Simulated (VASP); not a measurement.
## Si: single point with PBE+D3(BJ)

Si, a slab with vacuum:

```
CELL_PARAMETERS angstrom
3.84753 0.00000 0.00000
-1.92376 3.33205 0.00000
0.00000 0.00000 18.44160
ATOMIC_POSITIONS crystal
Si 0.33333 0.66667 0.26954
Si 0.66667 0.33333 0.24401
Si 0.33333 0.66667 0.54993
Si 0.00000 0.00000 0.52440
```

```json
{
 "Program": "VASP 6.6.1",
 "Task": "single point",
 "Functional": "PBE",
 "Dispersion": "D3(BJ)",
 "Potentials or basis": "VASP PAW PBE potentials, release 64 (Si)",
 "Cutoff": "520 eV",
 "k mesh": "9 × 9 × 1",
 "Occupations": "gaussian, width 0.1 eV",
 "Spin": "no spin polarisation",
 "Dipole correction": "yes",
 "Further INCAR settings": "ALGO = Normal; EDIFF = 1e-06; NBANDS = 16"
}
```

```json
{
 "Largest force": "0.078 eV/Å",
 "Band gap on the k mesh": "0.01 eV, direct",
 "Dispersion energy per atom": "-0.220 eV"
}
```

Forces on the atoms (eV/Å):
```
Si   0.000  0.000  0.078
Si   0.000  0.000  0.033
Si   0.000  0.000 -0.044
Si   0.000  0.000 -0.068
```

Levels at points of the mesh, in eV from the valence-band top:
| k point | band 5 | band 6 | band 7 | band 8 | band 9 | band 10 | band 11 | band 12 |
| --- | --- | --- | --- | --- | --- | --- | --- | --- |
| (0.00, 0.00, 0.00) | -1.18 | -1.18 | -1.18 | -1.18 | 2.05 | 2.07 | 2.21 | 3.05 |

Wall time 76 s on 1 thread of Intel Xeon 6975P-C, with other jobs on the host, peak memory 0.34 GiB.
